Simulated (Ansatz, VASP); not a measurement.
# Two plane-wave programs on Ta2B2O

```xyz
5
Lattice="3.5915 0.0000 0.0000 -1.7958 3.1103 0.0000 0.0000 0.0000 6.0949" Properties=species:S:1:pos:R:3 pbc="T T T"
Ta    0.0000    0.0000    0.0000
Ta    0.0000    2.0736    3.0474
B     0.0000    2.0736    0.8227
B     0.0000    2.0736    5.2722
O     0.0000    0.0000    3.0474
```

Alike in both runs: task relaxation of cell and atoms; functional PBE; k mesh 12 × 12 × 6; occupations gaussian, width 0.1 eV; no spin polarisation.

|  | VASP | Ansatz |
| --- | --- | --- |
| version | VASP 6.6.1 | Ansatz 0.2.0 |
| potentials or method | VASP PAW PBE potentials, release 64 (Ta_pv, B, O), cutoff 600 eV | scalar-relativistic, plane waves, PAW |
| valence electrons in the cell | 34 | 38 |

Ansatz gave:

```
gap on the k mesh at the Fermi level, each at its own relaxed structure (eV) : none
relaxed volume (Å³/atom)                                                     : 13.63
relaxed cell length with the largest relative difference (Å)                 : 3.595
```

Task: What did VASP give for the same quantities?

Result: gap on the k mesh at the Fermi level, each at its own relaxed structure (eV): none; relaxed volume (Å³/atom): 13.64; relaxed cell length with the largest relative difference (Å): 3.597.

A gap of «none» marks a metal or a gap that the smearing closes. VASP's potentials hold 34 valence electrons a cell and Ansatz's 38, so a difference there can come from the potentials and not from the codes.

Spin-orbit coupling is off throughout.
